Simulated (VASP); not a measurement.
Set up this calculation in VASP 6.6.1, as the native input.

* Task: single point
* Functional: RPBE
* Potentials or basis: VASP PAW PBE potentials, release 64 (Cu)
* Cutoff: 600 eV
* k mesh: 13 × 13 × 13
* Occupations: fermi-dirac, width 0.05 eV
* Spin: no spin polarisation
* Dipole correction: no
* Further INCAR settings: ALGO = Normal; EDIFF = 1e-06; NBANDS = 12

The structure of Cu lies in POSCAR:

```
Cu
1.0
    0.0000000000      1.7706018915      1.7706018915
    1.7706018915      0.0000000000      1.7706018915
    1.7706018915      1.7706018915      0.0000000000
Cu
1
Direct
    0.0000000000      0.0000000000      0.0000000000
```

One way to write it, as run:

INCAR

```
SYSTEM = Cu
PREC = Accurate ; ENCUT = 600
EDIFF = 1E-6 ; ISMEAR = -1
SIGMA = 0.05 ; LREAL = .False.
LASPH = .True. ; NELM = 120
ALGO = Normal ; ISIF = 2
LWAVE = .False. ; LCHARG = .False.
GGA = RP ; NBANDS = 12
GGA_COMPAT = .False.
```

KPOINTS

```
regular mesh
0
Gamma
  13 13 13
  0 0 0
```

Potentials or basis: VASP PAW PBE potentials, release 64 (Cu).

The run is started by

```sh
$ cat potpaw_PBE.64/Cu/POTCAR > POTCAR
$ mpirun -np 1 vasp_std > vasp.out
```

Results of the run:

| Item | Value |
| --- | --- |
| Pressure | 18.6 GPa |

Caveat: the PAW data sets were made with another functional, which shifts forces and pressure a little.

Run time: 10 s on 1 thread of Intel(R) Xeon(R) Platinum 8488C (Sapphire Rapids) (shared host), peak memory 0.13 GiB.
